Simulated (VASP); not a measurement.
Input of a VASP 6.6.1 run:

Contents of INCAR:

```
SYSTEM = C
PREC = Accurate ; ENCUT = 520
EDIFF = 1E-6 ; ISMEAR = 0
SIGMA = 0.1 ; LREAL = .FALSE.
LASPH = .TRUE. ; NELM = 100
ALGO = Normal ; ISIF = 2
LWAVE = .FALSE. ; LCHARG = .FALSE.
LDIPOL = .TRUE. ; IDIPOL = 3
DIPOL = 0.5 0.5 0.500 ; GGA = PE
IVDW = 12 ; NBANDS = 11
```

File KPOINTS:

```
regular mesh
0
G
  21 21 1
  0 0 0
```

Contents of POSCAR:

```
C
1.0
    2.5660000000      0.0000000000      0.0000000000
   -1.2830000000      2.2222211861      0.0000000000
    0.0000000000      0.0000000000     26.0024170307
C
2
Direct
    0.6666666667      0.3333333333      0.5164792373
    0.3333333333      0.6666666667      0.4835207627
```

Potentials or basis: VASP PAW PBE potentials, release 64 (C).

Command:

```console
$ cat potpaw_PBE.64/C/POTCAR > POTCAR
$ mpirun -np 1 vasp_std > vasp.out
```

(1) Predict the dispersion energy per atom.

(2) What does it give for the largest force?

(3) What does it give for the band gap on the k mesh?

Results:

(1) -0.084 eV.

(2) 9.794 eV/Å.

(3) zero (band 4 reaches -3.01 eV, above the bottom of band 5 at -4.82 eV).
